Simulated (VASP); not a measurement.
The system is BeTe.

```
Be Te
1.0
     5.54000    0.00000    0.00000
     0.00000    5.54000    0.00000
     0.00000    0.00000    5.54000
Be Te
4 4
Direct
  0.00000 0.00000 0.00000
  0.00000 0.50000 0.50000
  0.50000 0.00000 0.50000
  0.50000 0.50000 0.00000
  0.25000 0.25000 0.25000
  0.25000 0.75000 0.75000
  0.75000 0.25000 0.75000
  0.75000 0.75000 0.25000
```

| Quantity | Value |
| --- | --- |
| Program | VASP 6.6.1 |
| Task | relaxation of cell and atoms |
| Functional | PBE |
| Dispersion | D4 |
| Potentials or basis | VASP PAW PBE potentials, release 64 (Be, Te) |
| Cutoff | 600 eV |
| k mesh | 4 × 4 × 4 |
| Occupations | fermi-dirac, width 0.01 eV |
| Spin | no spin polarisation |

At the start: pressure 2.0 GPa; volume 21.25 Å³/atom.

Q: How do energy, volume and symmetry change on relaxing?

A: Over 3 steps the energy falls by 4.0 meV/atom and the volume is 21.91 Å³/atom (+3.1 %); space group F-43m (No. 216, to 0.1 Å) before and after.

The path:
```tsv
step	energy change (eV)	largest force (eV/Å)	pressure (GPa)	volume (Å³)
1	0.0000	0.0000	2.00	170.03
2	-0.0299	0.0000	-0.47	176.64
3	-0.0319	0.0000	0.01	175.28
```

Final structure:
```xyz
8
Lattice="5.5964 0.0000 0.0000 0.0000 5.5964 0.0000 0.0000 0.0000 5.5964" Properties=species:S:1:pos:R:3 pbc="T T T"
Be    0.0000    0.0000    0.0000
Be    0.0000    2.7982    2.7982
Be    2.7982    0.0000    2.7982
Be    2.7982    2.7982    0.0000
Te    1.3991    1.3991    1.3991
Te    1.3991    4.1973    4.1973
Te    4.1973    1.3991    4.1973
Te    4.1973    4.1973    1.3991
```
